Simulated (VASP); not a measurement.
## LiCl: single point with PBE

The system is LiCl.

```
CELL_PARAMETERS angstrom
-0.05130 2.56476 2.56476
2.51346 0.00000 2.51346
2.56476 2.56476 -0.05130
ATOMIC_POSITIONS crystal
Li 0.00000 0.00000 0.00000
Cl 0.50000 0.50000 0.50000
```

This cell differs from its parent crystal: strain -0.0400 x Voigt [0, 0, 0, 0, 1, 0].

```yaml
Program: VASP 6.6.1
Task: single point
Functional: PBE
Potentials_or_basis: VASP PAW PBE potentials, release 64 (Li_sv, Cl)
Cutoff: 520 eV
k_mesh: 8 × 8 × 8
Occupations: gaussian, width 0.05 eV
Spin: no spin polarisation
```

- Band gap on the k mesh: 6.21 eV, direct

Levels at points of the mesh, in eV from the valence-band top:
```
           k point  band 3  band 4  band 5  band 6  band 7  band 8
(0.00, 0.00, 0.00)   -0.24   -0.13    0.00    6.21   11.49   11.82
(0.50, 0.00, 0.00)   -2.96   -0.37   -0.27    6.72    9.39    9.65
(0.00, 0.50, 0.00)   -2.92   -0.48   -0.40    6.53    9.12    9.37
(0.50, 0.50, 0.00)   -3.02   -1.23   -1.22    7.76    8.17   12.26
(0.50, 0.00, 0.50)   -3.02   -1.40   -1.04    7.67    8.27   12.31
```

Wall time 40 s on 1 thread of AMD EPYC 7R43 64-Core Processor (Zen 3), with other jobs on the host, peak memory 0.13 GiB.

Caveat: the cell differs from its parent crystal (strain -0.0400 x Voigt [0, 0, 0, 0, 1, 0]). A k mesh can miss the band edges.
